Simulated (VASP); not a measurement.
A run of VASP 6.6.1 is set up as follows.

The input INCAR:

```
SYSTEM = W
PREC = Accurate ; ENCUT = 520
EDIFF = 1E-6 ; ISMEAR = 0
SIGMA = 0.15 ; LREAL = .False.
LASPH = .True. ; NELM = 80
ALGO = Fast ; ISIF = 2
LWAVE = .False. ; LCHARG = .False.
NBANDS = 13
```

File KPOINTS:

```
regular mesh
0
Gamma
  22 22 22
  0 0 0
```

The input POSCAR:

```
W
1.0
   -1.9307674961      1.5507065765      1.5507065765
    1.5507065765     -1.9307674961      1.5507065765
    1.5507065765      1.5507065765     -1.9307674961
W
1
Direct
    0.0000000000      0.0000000000      0.0000000000
```

Potentials or basis: VASP PAW LDA potentials, release 64 (W_sv).

Launch:

```bash
$ cat potpaw_LDA.64/W_sv/POTCAR > POTCAR
$ mpirun -np 1 vasp_std > vasp.out
```

**Question.** Predict the pressure.

**Answer.** 116.4 GPa.

**Question.** What does it give for the band gap on the k mesh?

**Answer.** Zero (bands 7 and 8 overlap by 5.87 eV).

Stress tensor (GPa, compression positive):
```
116.39 122.43 122.43
122.43 116.39 122.43
122.43 122.43 116.39
```

Caveat: atoms lie so close that the PAW spheres overlap strongly, which falsifies energies and pressures; the cell stands under pressure; spin-orbit coupling is left out, which moves the levels of the heavy elements.
